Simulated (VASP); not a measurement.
Crystal: Zn2Pb3.

```
CELL_PARAMETERS angstrom
5.68076 0.00000 0.00000
0.00000 5.68076 0.00000
0.00000 0.00000 4.61192
ATOMIC_POSITIONS crystal
Zn 0.00000 0.00000 0.00000
Zn 0.50000 0.50000 0.50000
Pb 0.00000 0.50000 0.00000
Pb 0.50000 0.00000 0.00000
Pb 0.50000 0.50000 0.00000
```

The cell was generated, and may not be a known phase.

```yaml
Program: VASP 6.6.1
Task: relaxation of cell and atoms
Functional: PBE
Potentials_or_basis: VASP PAW PBE potentials, release 64 (Zn, Pb_d)
Cutoff: 600 eV
k_mesh: 3 × 3 × 4
Occupations: gaussian, width 0.2 eV
Spin: no spin polarisation
```

At the start: pressure 13.4 GPa; volume 29.77 Å³/atom.

Where does the relaxation end?

Over 6 steps the energy falls by 381.2 meV/atom and the volume is 42.75 Å³/atom (+43.6 %); space group P4/mmm (No. 123, to 0.1 Å) before and after.

The path:
```
step  energy change (eV)  largest force (eV/Å)  pressure (GPa)  volume (Å³)
   1              0.0000                0.0000           13.37       148.83
   2             -1.8284                0.0000            0.21       209.02
   3             -1.8289                0.0000           -0.07       212.38
   4             -1.8294                0.0000            0.02       210.96
   5             -1.8986                0.0000           -0.06       212.95
   6             -1.9060                0.0000           -0.10       213.76
```

Final structure:
```
Zn Pb
1.0
     6.30521    0.00000    0.00000
     0.00000    6.30521    0.00000
     0.00000    0.00000    5.37680
Zn Pb
2 3
Cartesian
  0.0000 0.0000 0.0000
  3.1526 3.1526 2.6884
  0.0000 3.1526 0.0000
  3.1526 0.0000 0.0000
  3.1526 3.1526 0.0000
```

Caveat: the k points lie up to 0.33 Å⁻¹ apart in the final cell, too coarse for converged energies and pressures of a metal; the volume moved by over 15 % at a fixed basis, so the end points are rough.
